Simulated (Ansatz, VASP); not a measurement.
Two plane-wave programs on Sn

```xyz
2
Lattice="0.0000 3.5702 3.2456 2.9210 0.0000 3.2456 2.9210 3.5702 0.0000" Properties=species:S:1:pos:R:3 pbc="T T T"
Sn    2.9210    3.5702    3.2456
Sn    4.3816    5.3552    4.8684
```

Change from the starting cell: strain -0.1000 x Voigt [1, -1, 0, 0, 0, 0], atoms carried along.

Alike in both runs: task single point; functional r2SCAN; k mesh 12 × 12 × 12; occupations gaussian, width 0.15 eV; no spin polarisation.

|  | VASP | Ansatz |
| --- | --- | --- |
| version | VASP 6.6.1 | Ansatz 0.2.0 |
| potentials or method | VASP PAW PBE potentials, release 64 (Sn_d), cutoff 520 eV | scalar-relativistic, plane waves, PAW |
| valence electrons in the cell | 28 | 28 |

|  | VASP | Ansatz | Ansatz less VASP |
| --- | --- | --- | --- |
| gap on the k mesh at the Fermi level (eV) | none | none | - |
| pressure (GPa) | 1.8 | 1.8 | +0.04 |
| traceless stress, the component that is largest in VASP (GPa) | -3.81 | -3.82 | -0.006 |

VASP's potentials were made for PBE, not for r2SCAN. A gap of «none» marks a metal or a gap that the smearing closes.
